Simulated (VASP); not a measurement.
# MgS (Fm-3m) in VASP: further runs, part 2 of 2

VASP 6.6.1. Earlier steps stand in the parts before.

## 4. Single point, PBEsol

This run uses another cell than the first one, of 17.39 Å³/atom, 1.015 times its volume.

Contents of INCAR:

```
SYSTEM = MgS
PREC = Accurate
ENCUT = 520
EDIFF = 1E-6
ISMEAR = 0
SIGMA = 0.01
LREAL = .FALSE.
LASPH = .TRUE.
NELM = 80
ALGO = Normal
ISIF = 2
LWAVE = .FALSE.
LCHARG = .FALSE.
GGA = PS
NBANDS = 11
```

Contents of KPOINTS:

```
regular mesh
0
G
  8 8 8
  0 0 0
```

Contents of POSCAR:

```
MgS
1.0
    0.0000000000      2.5909610182      2.5909610182
    2.5909610182      0.0000000000      2.5909610182
    2.5909610182      2.5909610182      0.0000000000
Mg S
1 1
Direct
    0.0000000000      0.0000000000      0.0000000000
    0.5000000000      0.5000000000      0.5000000000
```

Potentials or basis: VASP PAW PBE potentials, release 64 (Mg, S).

The run is started by

```sh
> cat potpaw_PBE.64/Mg/POTCAR potpaw_PBE.64/S/POTCAR > POTCAR
> mpirun -np 1 vasp_std > vasp.out
```

OUTCAR:

```text
SYSTEM = MgS
   PREC = Accurate
   ENCUT = 520
   EDIFF = 1E-6
   ISMEAR = 0
   LREAL = .FALSE.
   LASPH = .TRUE.
   NELM = 80
   ISIF = 2
   GGA = PS

 ion  position               nearest neighbor table
   1  0.000  0.000  0.000-   2 2.59   2 2.59   2 2.59   2 2.59   2 2.59   2 2.59
   2  0.500  0.500  0.500-   1 2.59   1 2.59   1 2.59   1 2.59   1 2.59   1 2.59

  LATTYP: Found a face centered cubic cell.
 ALAT       =     5.1819220364

  Lattice vectors:

 A1 = (   0.0000000000,   2.5909610182,   2.5909610182)
 A2 = (   2.5909610182,   0.0000000000,   2.5909610182)
 A3 = (   2.5909610182,   2.5909610182,   0.0000000000)

Analysis of symmetry for initial positions (statically):
=====================================================================
 Subroutine PRICEL returns:
 Original cell was already a primitive cell.

 Routine SETGRP: Setting up the symmetry group for a
 face centered cubic supercell.

 Subroutine GETGRP returns: Found 48 space group operations
 (whereof 48 operations were pure point group operations)
 out of a pool of 48 trial point group operations.

The static configuration has the point symmetry O_h .

Analysis of symmetry for dynamics (positions and initial velocities):
=====================================================================
 Subroutine PRICEL returns:
 Original cell was already a primitive cell.

 Routine SETGRP: Setting up the symmetry group for a
 face centered cubic supercell.

 Subroutine GETGRP returns: Found 48 space group operations
 (whereof 48 operations were pure point group operations)
 out of a pool of 48 trial point group operations.

The dynamic configuration has the point symmetry O_h .

 Subroutine INISYM returns: Found 48 space group operations
 (whereof 48 operations are pure point group operations),
 and found     1 'primitive' translations

----------------------------------------------------------------------------------------

[... 114 lines left out ...]
  Fermi-wavevector in a.u.,A,eV,Ry     =   1.002999  1.895394 13.687563  1.006008
  Thomas-Fermi vector in A             =   2.135523
   LORBIT       =      0    0 simple, 1 ext, 2 COOP (PROOUT), +10 PAW based schemes
   GGA     = PS    functional components
   LHFCALC =     F    Hartree Fock is set to
   AEXX    =    0.0000 exact exchange contribution
   IVDW    =     0    specifies the selected vdW correction
   LEPSILON=     F    determine dielectric tensor
   LRPA    =     F    only Hartree local field effects (RPA)
 non-spin polarized calculation
 Gauss-broadening in eV      SIGMA  =   0.01
  energy-cutoff  :      520.00
  volume of cell :       34.79
 maximum number of plane-waves:       960
   NGX = 13   NGY = 13   NGZ = 13

 number of electron       7.9999999 magnetization

 Free energy of the ion-electron system (eV)
  ---------------------------------------------------
  ext. energy  EPLUGINS =         0.00000000
  ---------------------------------------------------
  free energy    TOTEN  =        -9.07505858 eV

  energy without entropy =       -9.07505858  energy(sigma->0) =       -9.07505858

 E-fermi :   3.8587     XC(G=0):  -9.8877

 val. band max:        3.7863717786   @ k =   0.0000   0.0000   0.0000
 cond. band min:       6.5160857762   @ k =   0.5000   0.5000   0.0000
 fundamental gap:      2.7297139976
 Fermi energy:         3.8587138867

 k-point     1 :       0.0000    0.0000    0.0000
  band No.  band energies     occupation
      1      -8.9683      2.00000
      2       3.7864      2.00000
      3       3.7864      2.00000
      4       3.7864      2.00000
      5       7.4766      0.00000
      6      11.6326      0.00000
      7      11.6326      0.00000
      8      11.6326      0.00000
      9      14.1114      0.00000
     10      14.1114      0.00000
     11      16.1118      0.00000
[... 309 lines left out ...]
 k-point    24 :      -0.3750    0.2500    0.1250
  band No.  band energies     occupation
      1      -7.4059      2.00000
      2      -0.6404      2.00000
      3       1.5715      2.00000
      4       2.5942      2.00000
      5       9.3188      0.00000
      6       9.8014      0.00000
      7      12.1718      0.00000
      8      13.1771      0.00000
      9      16.0020      0.00000
     10      17.1060      0.00000
     11      19.2801      0.00000

 [... further k-points ...]
[... 5 lines left out ...]
  --------------------------------------------------------------------------------------
  -------------------------------------------------------------------------------------
  Total       -0.0423330     -0.0423330     -0.0423330      0.0000000      0.0000000     -0.0000000
  in kB       -1.9497403     -1.9497403     -1.9497403      0.0000000      0.0000000     -0.0000000
  external PRESSURE =      -1.9497403 kB  Pullay stress =       0.0000000 kB

 VOLUME and BASIS-vectors are now :
 -----------------------------------------------------------------------------
  energy-cutoff  :      520.00
  volume of cell :       34.79
      direct lattice vectors                 reciprocal lattice vectors
     0.000000000  2.590961018  2.590961018    -0.192978588  0.192978588  0.192978588
     2.590961018  0.000000000  2.590961018     0.192978588 -0.192978588  0.192978588
     2.590961018  2.590961018  0.000000000     0.192978588  0.192978588 -0.192978588

 POSITION                                       TOTAL-FORCE (eV/Angst)
 -----------------------------------------------------------------------------------
      0.00000      0.00000      0.00000        -0.000000     -0.000000      0.000000
      2.59096      2.59096      2.59096         0.000000      0.000000     -0.000000
 -----------------------------------------------------------------------------------
    total drift:                                0.000000      0.000000      0.000000

  FREE ENERGIE OF THE ION-ELECTRON SYSTEM (eV)
  ---------------------------------------------------
  free  energy   TOTEN  =        -9.0750585776 eV

  energy  without entropy=       -9.0750585776  energy(sigma->0) =       -9.07505858
```

stdout:

```text
POSCAR found type information on POSCAR MgS
 POSCAR found :  2 types and       2 ions
 scaLAPACK will be used
 -----------------------------------------------------------------------------
|                                                                             |
|                                                                             |
|     You enforced a specific xc type in the INCAR file but a different       |
|     I HOPE YOU KNOW WHAT YOU ARE DOING!                                     |
|                                                                             |
 -----------------------------------------------------------------------------

 LDA part: xc-table for (Slater+PW92), standard interpolation
 POSCAR, INCAR and KPOINTS ok, starting setup
 FFT: planning ... GRIDC
 FFT: planning ... GRID_SOFT
 FFT: planning ... GRID
 WAVECAR not read
 entering main loop
```

Wall time 9.4 s (1 thread of Intel Xeon Platinum 8559C (Emerald Rapids), shared host); peak memory 0.15 GiB.

What came out:

| Item | Value |
| --- | --- |
| Free energy | -9.0751 eV |
| Pressure | -0.2 GPa |
| Band gap on the k mesh | 2.73 eV, indirect (least direct gap 3.69 eV) |

Caveat: the PAW data sets were made with another functional, which shifts forces and pressure a little. A k mesh can miss the band edges.

## 5. Single point, PBEsol

This run uses another cell than the first one, of 17.66 Å³/atom, 1.030 times its volume.

Contents of INCAR:

```
SYSTEM = MgS
PREC     = Accurate       ! precision mode
ENCUT    = 520            ! plane-wave cutoff, eV
EDIFF    = 1E-6           ! SCF threshold, eV
ISMEAR   = 0              ! smearing method
SIGMA    = 0.01           ! smearing width, eV
LREAL    = .False.        ! projectors in reciprocal space
LASPH    = .True.         ! aspherical terms in the spheres
NELM     = 60             ! most SCF steps
ALGO     = Normal         ! electronic algorithm
ISIF     = 2              ! what is computed and relaxed
LWAVE    = .False.        ! write WAVECAR
LCHARG   = .False.        ! write CHGCAR
GGA      = PS             ! functional
NBANDS   = 11             ! bands
```

Contents of KPOINTS:

```
Automatic mesh
0
Gamma
  8 8 8
  0 0 0
```

Contents of POSCAR:

```
MgS
1.0
    0.0000000000      2.6039158233      2.6039158233
    2.6039158233      0.0000000000      2.6039158233
    2.6039158233      2.6039158233      0.0000000000
Mg S
1 1
Direct
    0.0000000000      0.0000000000      0.0000000000
    0.5000000000      0.5000000000      0.5000000000
```

The run is started by

```sh
> cat potpaw_PBE.64/Mg/POTCAR potpaw_PBE.64/S/POTCAR > POTCAR
> mpirun -np 1 vasp_std > vasp.out
```

Run time: 8 s. Hardware: 1 thread of Intel Xeon Platinum 8559C (Emerald Rapids), shared host; peak memory 0.16 GiB.

The run converged. Its results:

* Free energy: -9.0727 eV
* Pressure: -1.3 GPa
* Band gap on the k mesh: 2.70 eV, indirect (least direct gap 3.57 eV)

Levels at points of the mesh, in eV from the valence-band top:
| k point | band 1 | band 2 | band 3 | band 4 | band 5 | band 6 | band 7 | band 8 |
| --- | --- | --- | --- | --- | --- | --- | --- | --- |
| (0.00, 0.00, 0.00) | -12.67 | 0.00 | 0.00 | 0.00 | 3.57 | 7.86 | 7.86 | 7.86 |
| (0.50, 0.00, 0.00) | -11.35 | -4.88 | -0.60 | -0.60 | 4.40 | 6.82 | 6.82 | 10.04 |
| (0.50, 0.50, 0.00) | -10.97 | -4.25 | -1.70 | -1.70 | 2.70 | 4.25 | 11.85 | 12.81 |

Caveat: the PAW data sets were made with another functional, which shifts forces and pressure a little. A k mesh can miss the band edges.

## 6. Overview

| cell | gap on the mesh (eV) | pressure (GPa) |
| --- | --- | --- |
| a = 3.646 Å, angles 60.0°, 2 atoms | 2.76 | 1.0 |
| a = 3.664 Å, angles 60.0°, 2 atoms | 2.73 | -0.2 |
| a = 3.682 Å, angles 60.0°, 2 atoms | 2.70 | -1.3 |

Alike in all rows: task single point; level PBEsol; potentials or basis VASP PAW PBE potentials, release 64 (Mg, S); no spin polarisation; k mesh 8 × 8 × 8; cutoff (eV) 520; smearing gaussian 0.01 eV.

Caveats: the PAW data sets were made with another functional, which shifts forces and pressure a little.

Total energies depend on the potentials used, so only differences within one code and one set of settings carry meaning.
